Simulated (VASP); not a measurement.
TaF3: single point with PBEsol

The system is TaF3.

```
Ta F
1.0
     3.90120    0.00000    0.00000
     0.00000    3.90120    0.00000
     0.00000    0.00000    4.03774
Ta F
1 3
Cartesian
  0.0000 0.0000 0.0000
  1.9506 0.0000 0.0000
  0.0000 1.9506 0.0000
  0.0000 0.0000 2.0189
```

This cell differs from its parent crystal: strain +0.0350 x Voigt [0, 0, 1, 0, 0, 0].

* Program: VASP 6.6.1
* Task: single point
* Functional: PBEsol
* Potentials or basis: VASP PAW PBE potentials, release 64 (Ta_pv, F)
* Cutoff: 520 eV
* k mesh: 12 × 12 × 12
* Occupations: gaussian, width 0.15 eV
* Spin: no spin polarisation
* Dipole correction: no
* Further INCAR settings: ALGO = Normal; EDIFF = 1e-07; NBANDS = 24

```
Pressure               : 14.7 GPa
Band gap on the k mesh : zero (bands 16 and 17 overlap by 2.82 eV)
```

Stress tensor (GPa, compression positive):
```
18.91  0.00  0.00
 0.00 18.91  0.00
 0.00  0.00  6.32
```

Levels at points of the mesh, in eV from the Fermi level:
```csv
k point,band 13,band 14,band 15,band 16,band 17,band 18,band 19,band 20
"(0.00, 0.00, 0.00)",-8.90,-8.64,-8.64,-1.22,-1.18,-1.18,-0.39,2.21
"(0.50, 0.00, 0.00)",-8.96,-8.87,-8.63,-1.09,0.42,0.45,1.87,2.61
"(0.50, 0.50, 0.00)",-8.94,-8.94,-8.47,0.56,0.56,1.59,2.57,5.07
"(0.00, 0.00, 0.50)",-9.24,-9.11,-9.11,-1.15,0.18,0.18,2.21,2.47
"(0.50, 0.00, 0.50)",-9.48,-9.22,-8.20,0.28,0.50,1.39,3.27,4.98
"(0.50, 0.50, 0.50)",-8.46,-8.19,-8.19,1.64,1.64,1.82,3.95,6.64
```

It took 4.2 min on 1 thread of Intel(R) Xeon(R) Platinum 8259CL CPU @ 2.50GHz (Skylake/Cascade Lake), with other jobs on the host, peak memory 0.35 GiB.

Caveat: the cell differs from its parent crystal (strain +0.0350 x Voigt [0, 0, 1, 0, 0, 0]); the cell stands under pressure; the PAW data sets were made with another functional, which shifts forces and pressure a little; spin-orbit coupling is left out, which moves the levels of the heavy elements.
